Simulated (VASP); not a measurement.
A run of VASP 6.6.1 is set up as follows.

File INCAR:

```
PREC = Accurate ; ENCUT = 520
EDIFF = 1E-6 ; ISMEAR = 0
SIGMA = 0.1 ; LREAL = F
LASPH = T ; NELM = 150
ALGO = Normal ; ISIF = 2
LWAVE = F ; LCHARG = F
ISPIN = 2 ; MAGMOM = 0 0 0 0 0 0 0 0 2
LORBIT = 11 ; LDIPOL = T
IDIPOL = 3 ; DIPOL = 0.5 0.5 0.250
GGA = PE ; IVDW = 12
NBANDS = 32
```

KPOINTS

```
Automatic mesh
0
Gamma
  6 6 1
```

File POSCAR:

```
SiC8
1.0
    4.9313048819      0.0000000000      0.0000000000
   -2.4656524409      4.2706353015      0.0000000000
    0.0000000000      0.0000000000     17.4000331942
C Si
8 1
Direct
    0.3333333333      0.1666666667      0.2298865266
    0.3333333333      0.6666666667      0.2298865266
    0.8333333333      0.1666666667      0.2298865266
    0.8333333333      0.6666666667      0.2298865266
    0.1666666667      0.3333333333      0.2298846189
    0.1666666667      0.8333333333      0.2298846189
    0.6666666667      0.3333333333      0.2298846189
    0.6666666667      0.8333333333      0.2298846189
    0.3333333333      0.4166666667      0.4080471063
```

Potentials or basis: VASP PAW PBE potentials, release 64 (C, Si).

Command:

```sh
$ cat potpaw_PBE.64/C/POTCAR potpaw_PBE.64/Si/POTCAR > POTCAR
$ mpirun -np 1 vasp_std > vasp.out
```

Problem. Predict the site moments.

Solution. C -0.00, +0.01, +0.00, -0.01 (each value once); Si +0.54 μB.

Problem. What does it give for the largest force?

Solution. 0.208 eV/Å.

Problem. What does it give for the net moment?

Solution. 1.89 μB per cell.

Problem. What does it give for the dispersion energy per atom?

Solution. -0.111 eV.

Forces on the atoms (eV/Å):
```
C    0.130 -0.124  0.048
C   -0.042  0.175  0.048
C   -0.101 -0.059 -0.060
C    0.017  0.010  0.002
C   -0.097 -0.056  0.175
C   -0.020 -0.011 -0.066
C    0.067  0.008 -0.011
C    0.040  0.054 -0.011
Si   0.006  0.003 -0.125
```

Caveat: a moment this small can come from the mesh or the smearing.
